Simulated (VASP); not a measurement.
Runs of VASP 6.6.1 on PbO. The structure is that of space group P4/nmm (No. 129), or close to it. The cells are those of the table. 

```tsv
cell	gap on the mesh (eV)	pressure (GPa)	largest force (eV/Å)
a = 3.855, b = 3.855, c = 5.022 Å, 4 atoms	0.99	7.5	0.97
a = 3.915, b = 3.915, c = 4.947 Å, 4 atoms	1.10	5.4	(a)
a = 3.974, b = 3.974, c = 4.947 Å, 4 atoms	1.20	(c)	0.43
a = 3.855, b = 3.855, c = 4.947 Å, 4 atoms	1.00	9.1	1.29
a = 3.855, b = 3.855, c = 5.097 Å, 4 atoms	0.98	6.0	(b)
a = 3.855, b = 3.855, c = 4.871 Å, 4 atoms	1.01	10.8	1.60
a = 4.034, b = 4.034, c = 4.947 Å, 4 atoms	1.28	-0.5	0.07
a = 3.974, b = 3.974, c = 4.871 Å, 4 atoms	1.21	(d)	0.69
```

Alike in all rows: task single point; level PBEsol; potentials or basis VASP PAW PBE potentials, release 64 (Pb_d, O); no spin polarisation; k mesh 8 × 8 × 6; cutoff (eV) 520; smearing gaussian 0.05 eV.

Estimate the missing entries.

(a) 0.83; (b) 0.66; (c) 2.2; (d) 3.5.

Caveats: the PAW data sets were made with another functional, which shifts forces and pressure a little; spin-orbit coupling is left out, which moves the levels of the heavy elements.

A k mesh can miss the band edges, and the runs leave out spin-orbit coupling on Pb.
